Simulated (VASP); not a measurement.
# TiNi (Pm-3m) in VASP: settings compared, part 2 of 3

VASP 6.6.1. The steps go on from the part before.

## Step 4: Single point, PBEsol, collinear spin, ferromagnetic start

This run uses another cell than the first one, of 13.14 Å³/atom, 1.039 times its volume.

INCAR reads:

```
SYSTEM = TiNi
PREC = Accurate
ENCUT = 520
EDIFF = 1E-6
ISMEAR = -1
SIGMA = 0.15
LREAL = .False.
LASPH = .True.
NELM = 150
ALGO = Normal
ISIF = 2
LWAVE = .False.
LCHARG = .False.
ISPIN = 2
MAGMOM = 0 1.5
LORBIT = 11
LMAXMIX = 4
GGA = PS
NBANDS = 22
```

KPOINTS reads:

```
Automatic mesh
0
Gamma
  10 10 10
  0 0 0
```

POSCAR reads:

```
TiNi
1.0
    2.9733565829      0.0000000000      0.0000000000
    0.0000000000      2.9733565829      0.0000000000
    0.0000000000      0.0000000000      2.9733565829
Ti Ni
1 1
Direct
    0.5000000000      0.5000000000      0.5000000000
    0.0000000000      0.0000000000      0.0000000000
```

Potentials or basis: VASP PAW PBE potentials, release 64 (Ti_sv, Ni).

Run with:

```
$ cat potpaw_PBE.64/Ti_sv/POTCAR potpaw_PBE.64/Ni/POTCAR > POTCAR
$ mpirun -np 1 vasp_std > vasp.out
```

Wall time 24 s (1 thread of Intel Xeon 6975P-C (Granite Rapids), shared host); peak memory 0.18 GiB.

It converged, with:

```
Free energy                                           : -15.3054 eV
Pressure                                              : -0.5 GPa
Band gap on the k mesh                                : zero (filled and empty bands overlap)
Net moment                                            : 0.00 μB per cell
Valence electrons inside the program's atomic spheres : Ti 10.29; Ni 9.41
```

Levels at points of the mesh, in eV from the Fermi level:
Spin up:
```tsv
k point	band 8	band 9	band 10	band 11	band 12	band 13	band 14	band 15
(0.00, 0.00, 0.00)	-2.02	-2.02	-2.02	0.48	0.48	2.70	2.70	2.70
(0.50, 0.00, 0.00)	-2.13	-2.13	-1.71	-0.73	-0.60	0.69	0.69	2.33
(0.50, 0.50, 0.00)	-2.80	-1.31	-0.74	0.52	0.52	0.96	2.39	2.39
(0.50, 0.50, 0.50)	-2.17	-2.17	-2.17	-1.28	-1.28	3.25	3.25	6.31
```
Spin down:
| k point | band 9 | band 10 | band 11 | band 12 | band 13 | band 14 |
| --- | --- | --- | --- | --- | --- | --- |
| (0.00, 0.00, 0.00) | -2.02 | -2.02 | 0.48 | 0.48 | 2.70 | 2.70 |
| (0.50, 0.00, 0.00) | -2.13 | -1.71 | -0.73 | -0.60 | 0.69 | 0.69 |
| (0.50, 0.50, 0.00) | -1.31 | -0.74 | 0.52 | 0.52 | 0.96 | 2.39 |
| (0.50, 0.50, 0.50) | -2.17 | -2.17 | -1.28 | -1.28 | 3.25 | 3.25 |

Caveat: the starting moments collapsed, and a magnetic state may lie lower; the PAW data sets were made with another functional, which shifts forces and pressure a little.

## Step 5: Relaxation of cell and atoms, PBEsol+D3(BJ), collinear spin, ferromagnetic start

This run uses another cell than the first one, of 13.34 Å³/atom, 1.055 times its volume.

INCAR reads:

```
ALGO = Normal
EDIFF = 1E-6
EDIFFG = -0.01
ENCUT = 600
GGA = PS
IBRION = 2
ISIF = 3
ISMEAR = -1
ISPIN = 2
IVDW = 12
LASPH = True
LCHARG = False
LMAXMIX = 4
LORBIT = 11
LREAL = False
LWAVE = False
MAGMOM = 0 1.5
NELM = 150
NSW = 60
PREC = Accurate
SIGMA = 0.15
```

KPOINTS reads:

```
k-points
0
Gamma
  10 10 10
```

POSCAR reads:

```
TiNi
1.0
    2.9880660000      0.0000000000      0.0000000000
    0.0000000000      2.9880660000      0.0000000000
    0.0000000000      0.0000000000      2.9880660000
Ti Ni
1 1
Direct
    0.5000000000      0.5000000000      0.5000000000
    0.0000000000      0.0000000000      0.0000000000
```

Potentials or basis: VASP PAW PBE potentials, release 64 (Ti_sv, Ni).

Run with:

```
$ cat potpaw_PBE.64/Ti_sv/POTCAR potpaw_PBE.64/Ni/POTCAR > POTCAR
$ mpirun -np 1 vasp_std > vasp.out
```

OUTCAR:

```text
EDIFF = 1E-6
   EDIFFG = -0.01
   ENCUT = 600
   GGA = PS
   IBRION = 2
   ISIF = 3
   ISMEAR = -1
   ISPIN = 2
   IVDW = 12
   LASPH = True
   LORBIT = 11
   LREAL = False
   NELM = 150
   NSW = 60
   PREC = Accurate
 IVDW          = 12

 ion  position               nearest neighbor table
   1  0.500  0.500  0.500-   2 2.59   2 2.59   2 2.59   2 2.59   2 2.59   2 2.59   2 2.59   2 2.59

   2  0.000  0.000  0.000-   1 2.59   1 2.59   1 2.59   1 2.59   1 2.59   1 2.59   1 2.59   1 2.59

  LATTYP: Found a simple cubic cell.
 ALAT       =     2.9880660000

  Lattice vectors:

 A1 = (   2.9880660000,   0.0000000000,   0.0000000000)
 A2 = (   0.0000000000,   2.9880660000,   0.0000000000)
 A3 = (   0.0000000000,   0.0000000000,   2.9880660000)

Analysis of symmetry for initial positions (statically):
=====================================================================
 Subroutine PRICEL returns:
 Original cell was already a primitive cell.

 Routine SETGRP: Setting up the symmetry group for a
 simple cubic supercell.

 Subroutine GETGRP returns: Found 48 space group operations
 (whereof 48 operations were pure point group operations)
 out of a pool of 48 trial point group operations.

The static configuration has the point symmetry O_h .

Analysis of symmetry for dynamics (positions and initial velocities):
=====================================================================
 Subroutine PRICEL returns:
[... 172 lines left out ...]
  free energy    TOTEN  =       -15.30189414 eV

  energy without entropy =      -15.10449800  energy(sigma->0) =      -15.20319607

 E-fermi :   9.4555     XC(G=0): -12.6628

 val. band max:        9.3926873738   @ k =   0.3000   0.1000   0.0000
 cond. band min:       9.4585512531   @ k =   0.5000   0.5000   0.1000
 fundamental gap:      0.0658638793
 Fermi energy:         9.4555309244

 spin component 1

 k-point     1 :       0.0000    0.0000    0.0000
  band No.  band energies     occupation
      1     -47.4310      1.00000
      2     -23.6270      1.00000
      3     -23.6270      1.00000
      4     -23.6270      1.00000
      5       1.6357      1.00000
      6       5.5704      1.00000
[... 1032 lines left out ...]
 number of electron      21.9999998 magnetization      -0.0000052

 number of electron      21.9999998 magnetization       0.0000038

 Free energy of the ion-electron system (eV)
  ---------------------------------------------------
  ext. energy  EPLUGINS =         0.00000000
  ---------------------------------------------------
  free energy    TOTEN  =       -15.28364520 eV

  energy without entropy =      -15.09588936  energy(sigma->0) =      -15.18976728

 E-fermi :  10.1775     XC(G=0): -12.9620

 val. band max:       10.0882539047   @ k =   0.5000   0.4000   0.0000
 cond. band min:      10.1878267660   @ k =   0.5000   0.2000   0.0000
 fundamental gap:      0.0995728613
 Fermi energy:        10.1774916850

 spin component 1

 k-point     1 :       0.0000    0.0000    0.0000
  band No.  band energies     occupation
      1     -46.6143      1.00000
      2     -22.7933      1.00000
      3     -22.7933      1.00000
      4     -22.7933      1.00000
      5       2.1070      1.00000
      6       5.9816      1.00000
[... 940 lines left out ...]
  FREE ENERGIE OF THE ION-ELECTRON SYSTEM (eV)
  ---------------------------------------------------
  free  energy   TOTEN  =       -16.4203018140 eV

  energy  without entropy=      -16.2325459719  energy(sigma->0) =      -16.32642389

 reached required accuracy - stopping structural energy minimisation

 total charge

# of ion       s       p       d       tot
------------------------------------------
    1        2.253   6.186   1.909  10.349
    2        0.610   0.519   8.344   9.473
--------------------------------------------------
tot          2.864   6.705  10.253  19.822

 magnetization (x)

# of ion       s       p       d       tot
------------------------------------------
    1       -0.000   0.000   0.000   0.000
    2       -0.000  -0.000  -0.000  -0.000
--------------------------------------------------
tot         -0.000  -0.000  -0.000  -0.000
```

CONTCAR:

```text
TiNi
   1.00000000000000
     2.9339410400876398   -0.0000000000000000    0.0000000000000000
     0.0000000000000000    2.9339410400876398    0.0000000000000000
    -0.0000000000000000    0.0000000000000000    2.9339410400876398
  Ti              Ni
     1     1
Direct
     0.5000000000000000    0.5000000000000000    0.5000000000000000
     0.0000000000000000    0.0000000000000000    0.0000000000000000

  0.00000000E+00  0.00000000E+00  0.00000000E+00
  0.00000000E+00  0.00000000E+00  0.00000000E+00
```

Run time: 60 s. Hardware: 1 thread of Intel Xeon 6975P-C (Granite Rapids), shared host; peak memory 0.2 GiB.

What came out:

```yaml
Free_energy: -16.4203 eV
Relaxed_volume: 12.63 Å³/atom
Relaxed_cell: a = 2.934 Å, b = 2.934 Å, c = 2.934 Å, α = 90.00°, β = 90.00°, γ = 90.00°
Space_group_after_relaxing_to_0.05_Å: Pm-3m (No. 221)
Energy_gained_by_relaxing: 21.3 meV/atom
Ionic_steps: 4
Pressure_after_relaxing: 0.0 GPa
Band_gap_on_the_k_mesh: zero (filled and empty bands overlap)
Net_moment: 0.00 μB per cell
Valence_electrons_inside_the_program's_atomic_spheres: Ti 10.35; Ni 9.47
Dispersion_energy_per_atom: -0.568 eV
```

Step by step:
```
step  energy change (eV)  largest force (eV/Å)  pressure (GPa)  volume (Å³)
   1              0.0000                0.0000           -9.53        26.68
   2              0.0174                0.0000           13.37        23.73
   3             -0.0426                0.0000           -0.22        25.28
   4             -0.0426                0.0000            0.00        25.26
```

Final structure:
```
Ti Ni
1.0
     2.93394    0.00000    0.00000
     0.00000    2.93394    0.00000
     0.00000    0.00000    2.93394
Ti Ni
1 1
Cartesian
  1.4670 1.4670 1.4670
  0.0000 0.0000 0.0000
```

Caveat: the starting moments collapsed, and a magnetic state may lie lower; the PAW data sets were made with another functional, which shifts forces and pressure a little; pairwise dispersion overbinds metals, which lowers pressure and volume.

## Step 6: Relaxation of cell and atoms, LDA, collinear spin, ferromagnetic start

This run uses another cell than the first one, of 13.34 Å³/atom, 1.055 times its volume.

INCAR reads:

```
PREC = Accurate ; ENCUT = 600
EDIFF = 1E-6 ; ISMEAR = -1
SIGMA = 0.15 ; LREAL = False
LASPH = True ; NELM = 150
ALGO = Normal ; ISIF = 3
LWAVE = False ; LCHARG = False
ISPIN = 2 ; MAGMOM = 0 1.5
LORBIT = 11 ; LMAXMIX = 4
IBRION = 2 ; NSW = 60
EDIFFG = -0.01
```

KPOINTS reads:

```
Automatic mesh
0
Gamma
  10 10 10
```

POSCAR is that of step 5.

Potentials or basis: VASP PAW LDA potentials, release 64 (Ti_sv, Ni).

Run with:

```
$ cat potpaw_LDA.64/Ti_sv/POTCAR potpaw_LDA.64/Ni/POTCAR > POTCAR
$ mpirun -np 1 vasp_std > vasp.out
```

OUTCAR:

```text
PREC = Accurate
   ENCUT = 600
   EDIFF = 1E-6
   ISMEAR = -1
   LREAL = False
   LASPH = True
   NELM = 150
   ISIF = 3
   ISPIN = 2
   LORBIT = 11
   IBRION = 2
   NSW = 60
   EDIFFG = -0.01

 ion  position               nearest neighbor table
   1  0.500  0.500  0.500-   2 2.59   2 2.59   2 2.59   2 2.59   2 2.59   2 2.59   2 2.59   2 2.59

   2  0.000  0.000  0.000-   1 2.59   1 2.59   1 2.59   1 2.59   1 2.59   1 2.59   1 2.59   1 2.59

  LATTYP: Found a simple cubic cell.
 ALAT       =     2.9880660000

  Lattice vectors:

 A1 = (   2.9880660000,   0.0000000000,   0.0000000000)
 A2 = (   0.0000000000,   2.9880660000,   0.0000000000)
 A3 = (   0.0000000000,   0.0000000000,   2.9880660000)

Analysis of symmetry for initial positions (statically):
=====================================================================
 Subroutine PRICEL returns:
 Original cell was already a primitive cell.

 Routine SETGRP: Setting up the symmetry group for a
 simple cubic supercell.

 Subroutine GETGRP returns: Found 48 space group operations
 (whereof 48 operations were pure point group operations)
 out of a pool of 48 trial point group operations.

The static configuration has the point symmetry O_h .

Analysis of symmetry for dynamics (positions and initial velocities):
=====================================================================
 Subroutine PRICEL returns:
 Original cell was already a primitive cell.

 Routine SETGRP: Setting up the symmetry group for a
 simple cubic supercell.

 Subroutine GETGRP returns: Found 48 space group operations
 (whereof 48 operations were pure point group operations)
 out of a pool of 48 trial point group operations.

The dynamic configuration has the point symmetry O_h .

Analysis of structural, dynamic, and magnetic symmetry:
=====================================================================
 Subroutine PRICEL returns:
[... 146 lines left out ...]
   NGX = 11   NGY = 11   NGZ = 11

--------------------------------------- Ionic step        1  -------------------------------------------

 number of electron      21.9999986 magnetization       0.0000130

 number of electron      21.9999986 magnetization      -0.0002745

 Free energy of the ion-electron system (eV)
  ---------------------------------------------------
  ext. energy  EPLUGINS =         0.00000000
  ---------------------------------------------------
  free energy    TOTEN  =       -15.95171624 eV

  energy without entropy =      -15.75226222  energy(sigma->0) =      -15.85198923

------------------------ aborting loop because EDIFF is reached ----------------------------------------

  FORCE on cell =-STRESS in cart. coord.  units (eV):
  Direction    XX          YY          ZZ          XY          YZ          ZX
  --------------------------------------------------------------------------------------
  -------------------------------------------------------------------------------------
  Total       -1.3743545     -1.3743545     -1.3743545     -0.0000000      0.0000000      0.0000000
  in kB      -82.5351240    -82.5351240    -82.5351240     -0.0000000      0.0000000      0.0000000
  external PRESSURE =     -82.5351240 kB  Pullay stress =       0.0000000 kB
[... 25 lines left out ...]
 number of electron      22.0000019 magnetization      -0.0000027

 number of electron      22.0000019 magnetization       0.0000022

 E-fermi :  10.7093     XC(G=0): -13.3784

 val. band max:       10.7026181659   @ k =   0.3000   0.1000   0.1000
 cond. band min:      10.7224101361   @ k =   0.5000   0.4000   0.0000
 fundamental gap:      0.0197919702
 Fermi energy:        10.7093432977

 spin component 1

 k-point     1 :       0.0000    0.0000    0.0000
  band No.  band energies     occupation
      1     -45.5456      1.00000
      2     -21.9857      1.00000
      3     -21.9857      1.00000
      4     -21.9857      1.00000
      5       2.5151      1.00000
      6       6.2325      1.00000
[... 982 lines left out ...]
 number of electron      21.9999993 magnetization       0.0000001

 number of electron      21.9999993 magnetization      -0.0000001

 Free energy of the ion-electron system (eV)
  ---------------------------------------------------
  ext. energy  EPLUGINS =         0.00000000
  ---------------------------------------------------
  free energy    TOTEN  =       -15.98487014 eV

  energy without entropy =      -15.79410599  energy(sigma->0) =      -15.88948807

 E-fermi :   9.9811     XC(G=0): -13.0877

 val. band max:        9.9540525101   @ k =   0.5000   0.4000   0.0000
 cond. band min:       9.9831126061   @ k =   0.5000   0.2000   0.0000
 fundamental gap:      0.0290600960
 Fermi energy:         9.9810758647

 spin component 1

 k-point     1 :       0.0000    0.0000    0.0000
  band No.  band energies     occupation
      1     -46.3578      1.00000
      2     -22.8195      1.00000
      3     -22.8195      1.00000
      4     -22.8195      1.00000
      5       2.0219      1.00000
      6       5.8216      1.00000
[... 936 lines left out ...]
  FREE ENERGIE OF THE ION-ELECTRON SYSTEM (eV)
  ---------------------------------------------------
  free  energy   TOTEN  =       -15.9848701368 eV

  energy  without entropy=      -15.7941059936  energy(sigma->0) =      -15.88948807

 reached required accuracy - stopping structural energy minimisation

 total charge

# of ion       s       p       d       tot
------------------------------------------
    1        2.252   6.180   1.925  10.356
    2        0.609   0.507   8.357   9.473
--------------------------------------------------
tot          2.861   6.686  10.282  19.829

 magnetization (x)

# of ion       s       p       d       tot
------------------------------------------
    1       -0.000   0.000  -0.000  -0.000
    2       -0.000   0.000  -0.000  -0.000
--------------------------------------------------
tot         -0.000   0.000  -0.000  -0.000
```

Run time: 67 s. Hardware: 1 thread of Intel Xeon 6975P-C (Granite Rapids), shared host; peak memory 0.17 GiB.

What came out:

- Free energy: -15.9849 eV
- Relaxed volume: 12.71 Å³/atom
- Relaxed cell: a = 2.940 Å, b = 2.940 Å, c = 2.940 Å, α = 90.00°, β = 90.00°, γ = 90.00°
- Space group after relaxing (to 0.05 Å): Pm-3m (No. 221)
- Energy gained by relaxing: 16.6 meV/atom
- Ionic steps: 4
- Pressure after relaxing: 0.1 GPa
- Band gap on the k mesh: zero (filled and empty bands overlap)
- Net moment: 0.00 μB per cell
- Valence electrons inside the program's atomic spheres: Ti 10.36; Ni 9.47

The path:
| step | energy change (eV) | largest force (eV/Å) | pressure (GPa) | volume (Å³) |
| --- | --- | --- | --- | --- |
| 1 | 0.0000 | 0.0000 | -8.25 | 26.68 |
| 2 | 0.0098 | 0.0000 | 11.07 | 24.11 |
| 3 | -0.0332 | 0.0000 | -0.18 | 25.44 |
| 4 | -0.0332 | 0.0000 | 0.05 | 25.41 |

Final structure:
```yaml
crystal:
  lattice:
    - [2.94002, 0.00000, 0.00000]
    - [0.00000, 2.94002, 0.00000]
    - [0.00000, 0.00000, 2.94002]
  atoms:
    - { symbol: Ti, position: [0.50000, 0.50000, 0.50000] }
    - { symbol: Ni, position: [0.00000, 0.00000, 0.00000] }
```

Caveat: the starting moments collapsed, and a magnetic state may lie lower.

(Part 2 of 3 ends here.)
